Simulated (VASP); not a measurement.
Hg: single point with r2SCAN

Hg:

```xyz
1
Lattice="1.8779 1.0842 2.1547 -1.8779 1.0842 2.1547 0.0000 -2.1684 2.1547" Properties=species:S:1:pos:R:3 pbc="T T T"
Hg    0.0000    0.0000    0.0000
```

| Quantity | Value |
| --- | --- |
| Program | VASP 6.6.1 |
| Task | single point |
| Functional | r2SCAN |
| Potentials or basis | VASP PAW PBE potentials, release 64 (Hg) |
| Cutoff | 520 eV |
| k mesh | 11 × 11 × 11 |
| Occupations | fermi-dirac, width 0.3 eV |
| Spin | no spin polarisation |
| Dipole correction | no |
| Further INCAR settings | ALGO = Normal; EDIFF = 1e-06; NBANDS = 12 |

```
Pressure               : 0.4 GPa
Band gap on the k mesh : zero (bands 6 and 7 overlap by 2.63 eV)
```

Stress tensor (GPa, compression positive):
```
0.43 0.00 0.00
0.00 0.43 0.00
0.00 0.00 0.23
```

Levels at points of the mesh, in eV from the Fermi level:
| k point | band 3 | band 4 | band 5 | band 6 | band 7 | band 8 | band 9 | band 10 |
| --- | --- | --- | --- | --- | --- | --- | --- | --- |
| (0.00, 0.00, 0.00) | -8.06 | -6.47 | -6.47 | -6.47 | 11.38 | 11.38 | 11.60 | 15.51 |

It took 52 s on 1 thread of AMD EPYC 9R45 96-Core Processor (Zen 5), on a shared host, peak memory 0.14 GiB.

Caveat: so wide a smearing shifts energies and pressures; the PAW data sets were made with another functional, which shifts forces and pressure a little; spin-orbit coupling is left out, which moves the levels of the heavy elements.
